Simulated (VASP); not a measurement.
Input of a VASP 6.6.1 run:

The input INCAR:

```
PREC = Accurate
ENCUT = 520
EDIFF = 1E-7
ISMEAR = 0
SIGMA = 0.1
LREAL = F
LASPH = T
NELM = 60
ALGO = Normal
ISIF = 2
LWAVE = F
LCHARG = F
LDIPOL = T
IDIPOL = 3
DIPOL = 0.5 0.5 0.326
IBRION = 2
NSW = 36
EDIFFG = -0.025
```

File KPOINTS:

```
regular mesh
0
Gamma
  4 5 1
```

Contents of POSCAR:

```
LiMg8
1.0
    6.2932257366      0.0000000000      0.0000000000
    0.0000000000      5.0388886594      0.0000000000
    0.0000000000      0.0000000000     19.0846137325
Mg Li
8 1
Selective dynamics
Direct
    0.0000000000      0.7500000000      0.2095929242  F F F
    0.5000000000      0.7500000000      0.2095929242  F F F
    0.2500000000      0.2500000000      0.2571887995  F F F
    0.7500000000      0.2500000000      0.2571887995  F F F
    0.2500000000      0.7500000000      0.3565915112  F F F
    0.7500000000      0.7500000000      0.3565915112  F F F
    0.0000000000      0.2500000000      0.3974203428  F F F
    0.5000000000      0.2500000000      0.3974203428  F F F
    0.1875000000      0.7500000000      0.4946127755  F F T
```

Potentials or basis: VASP PAW LDA potentials, release 64 (Mg, Li_sv).

The run is started by

```sh
$ cat potpaw_LDA.64/Mg/POTCAR potpaw_LDA.64/Li_sv/POTCAR > POTCAR
$ mpirun -np 1 vasp_std > vasp.out
```

(1) What does it give for the band gap on the k mesh?

(2) What does it give for the energy gained by relaxing?

Answers

(1) zero (an odd number of electrons rules out a gap without spin polarisation).

(2) 0.4 meV/atom.
